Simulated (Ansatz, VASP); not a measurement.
One calculation of S, two programs

```xyz
6
Lattice="7.2730 4.1990 2.3938 -7.2730 4.1990 2.3938 0.0000 -8.3981 2.3938" Properties=species:S:1:pos:R:3 pbc="T T T"
S     1.3376    1.3627    3.1426
S    -1.8489    0.4771    3.1426
S     0.5113   -1.8398    3.1426
S    -1.3376   -1.3627    4.0389
S     1.8489   -0.4771    4.0389
S    -0.5113    1.8398    4.0389
```

Alike in both runs: functional BLYP; k mesh 5 × 5 × 5; occupations fermi-dirac, width 0.05 eV; no spin polarisation.

Ansatz relaxed the structure, and its values are those at the end. VASP's run is a single point on that final structure, the one shown.

```csv
,VASP,Ansatz
version,VASP 6.6.1,Ansatz 0.2.0
potentials or method,"VASP PAW PBE potentials, release 64 (S), cutoff 520 eV","plane waves (420 eV) with PAW, scalar-relativistic"
valence electrons in the cell,36,36
```

VASP gave:

| Property | Result |
| --- | --- |
| gap on the k mesh at the Fermi level (eV) | 2.63 |
| pressure (GPa) | -0.2 |
| rms of the force components (eV/Å) | 0.067 |

Task: Which values does Ansatz return?

Result: gap on the k mesh at the Fermi level (eV): 2.60; pressure (GPa): 0.0; rms of the force components (eV/Å): 0.005.

VASP's potentials were made for PBE, not for BLYP. Ansatz's warnings: xc potential rough in thin density.
